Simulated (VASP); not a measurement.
Input of a VASP 6.6.1 run:

The input INCAR:

```
PREC     = Accurate       # precision mode
ENCUT    = 600            # plane-wave cutoff, eV
EDIFF    = 1E-6           # SCF threshold, eV
ISMEAR   = -1             # smearing method
SIGMA    = 0.02           # smearing width, eV
LREAL    = False          # projectors in reciprocal space
LASPH    = True           # aspherical terms in the spheres
NELM     = 80             # most SCF steps
ALGO     = Normal         # electronic algorithm
ISIF     = 3              # what is computed and relaxed
LWAVE    = False          # write WAVECAR
LCHARG   = False          # write CHGCAR
GGA      = PE             # functional
IBRION   = 2              # ionic algorithm
NSW      = 80             # ionic steps
EDIFFG   = -0.005         # ionic threshold
```

The input KPOINTS:

```
regular mesh
0
Gamma
  6 6 6
```

POSCAR

```
AlB3P4
1.0
    4.5710552863      0.0000000000      0.0000000000
    0.0000000000      4.5710552863      0.0000000000
    0.0000000000      0.0000000000      4.5710552863
B P Al
3 4 1
Direct
    0.5000000000      0.0000000000      0.0000000000
    0.0000000000      0.5000000000      0.0000000000
    0.0000000000      0.0000000000      0.5000000000
    0.7500000000      0.2500000000      0.2500000000
    0.2500000000      0.7500000000      0.2500000000
    0.2500000000      0.2500000000      0.7500000000
    0.7500000000      0.7500000000      0.7500000000
    0.5000000000      0.5000000000      0.5000000000
```

Potentials or basis: VASP PAW PBE potentials, release 64 (B, P, Al).

Run with:

```console
$ cat potpaw_PBE.64/B/POTCAR potpaw_PBE.64/P/POTCAR potpaw_PBE.64/Al/POTCAR > POTCAR
$ mpirun -np 1 vasp_std > vasp.out
```

Task: Estimate the relaxed volume.

Result: 13.94 Å³/atom.

Task: Predict the band gap on the k mesh.

Result: 0.95 eV.

Task: What does it give for the relaxed cell?

Result: a = 4.813 Å, b = 4.813 Å, c = 4.813 Å, α = 90.00°, β = 90.00°, γ = 90.00°.

Task: What does it give for the space group after relaxing (to 0.1 Å)?

Result: P-43m (No. 215).

Step by step:
```tsv
step	energy change (eV)	largest force (eV/Å)	pressure (GPa)	volume (Å³)
1	0.0000	7.1472	35.38	95.51
2	0.3302	3.4525	-16.53	136.78
3	-3.3593	0.6507	-0.45	111.61
4	-3.3749	0.4081	0.74	110.70
5	-3.3774	0.2694	1.42	110.20
6	-3.3877	0.0108	-0.53	111.98
7	-3.3884	0.0423	-0.17	111.63
8	-3.3885	0.0177	0.07	111.46
9	-3.3886	0.0007	0.00	111.51
```

Caveat: the volume moved by over 15 % at a fixed basis, so the end points are rough. A k mesh can miss the band edges.
